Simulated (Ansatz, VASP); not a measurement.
## SiC in VASP and in Ansatz

File POSCAR:

```
SiC
1.0
    0.0000000000      2.1790000000      2.1790000000
    2.1790000000      0.0000000000      2.1790000000
    2.1790000000      2.1790000000      0.0000000000
Si C
1 1
Direct
    0.0000000000      0.0000000000      0.0000000000
    0.2500000000      0.2500000000      0.2500000000
```

Contents of INCAR.step1:

```
SYSTEM = SiC
PREC = Accurate ; ENCUT = 660
ISMEAR = 0 ; SIGMA = 0.1
LREAL = .FALSE. ; LASPH = .TRUE.
NELM = 120 ; NBANDS = 11
GGA = PE ; ALGO = Normal
EDIFF = 1E-5 ; LWAVE = .TRUE.
LCHARG = .FALSE. ; GGA_COMPAT = .FALSE.
```

INCAR.step2

```
SYSTEM = SiC
PREC = Accurate ; ENCUT = 660
EDIFF = 1E-6 ; ISMEAR = 0
SIGMA = 0.1 ; LREAL = .FALSE.
LASPH = .TRUE. ; NELM = 120
ALGO = Normal ; ISIF = 2
LWAVE = .FALSE. ; LCHARG = .TRUE.
METAGGA = R2SCAN ; LMIXTAU = .TRUE.
LELF = .TRUE. ; LVHAR = .TRUE.
NBANDS = 11 ; ISTART = 1
GGA_COMPAT = .FALSE.
```

File KPOINTS:

```
regular mesh
0
G
  8 8 8
  0 0 0
```

Input for Ansatz:

```yaml
crystal:
  lattice:
    - [0.0, 2.179, 2.179]
    - [2.179, 0.0, 2.179]
    - [2.179, 2.179, 0.0]
  atoms:
    - { symbol: Si, position: [0.0, 0.0, 0.0] }
    - { symbol: C, position: [0.25, 0.25, 0.25] }
basis:
  ecutwfc: 500
kpoints:
  mp_grid: { grid: [8, 8, 8] }
hamiltonian:
  xc: r2scan
scf:
  occupations: { method: gaussian, width: 0.1 }
output:
  forces: true
  stress: true
  eigenvalues: true
```

Alike in both runs: task single point; functional r2SCAN; k mesh 8 × 8 × 8; occupations gaussian, width 0.1 eV; no spin polarisation.

|  | VASP | Ansatz |
| --- | --- | --- |
| version | VASP 6.6.1 | Ansatz 0.2.0 |
| potentials or method | VASP PAW PBE potentials, release 64 (Si, C), cutoff 660 eV | scalar-relativistic, plane waves, PAW |
| valence electrons in the cell | 8 | 8 |

VASP gave:

| Quantity | Value |
| --- | --- |
| gap on the k mesh at the Fermi level (eV) | 1.73 |
| least direct gap on the mesh (eV) | 5.06 |
| pressure (GPa) | -0.6 |

Question: Estimate Ansatz's values.

Answer: gap on the k mesh at the Fermi level (eV): 1.71; least direct gap on the mesh (eV): 5.05; pressure (GPa): -0.3.

VASP's potentials were made for PBE, not for r2SCAN. The functional is the same, so the differences come from potentials, cutoffs and numerics.
